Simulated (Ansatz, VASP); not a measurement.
## C: VASP beside Ansatz

```
C
1.0
     0.69733    2.19161    2.19161
     2.19161    0.69733    2.19161
     2.19161    2.19161    0.69733
C
2
Direct
  0.50000 0.50000 0.50000
  0.75000 0.75000 0.75000
```

Alike in both runs: task single point; functional PBE; k mesh 12 × 12 × 12; occupations gaussian, width 0.05 eV; no spin polarisation.

|  | VASP | Ansatz |
| --- | --- | --- |
| version | VASP 6.6.1 | Ansatz 0.2.0 |
| potentials or method | VASP PAW PBE potentials, release 64 (C), cutoff 520 eV | scalar-relativistic, plane waves, PAW |
| valence electrons in the cell | 8 | 8 |

|  | VASP | Ansatz | Ansatz less VASP |
| --- | --- | --- | --- |
| gap on the k mesh at the Fermi level (eV) | none | none | - |
| rms of the force components (eV/Å) | 1.762 | 1.816 | +0.0543 |

Atom by atom the forces differ by 0.054 eV/Å (rms over components). A gap of «none» marks a metal or a gap that the smearing closes.
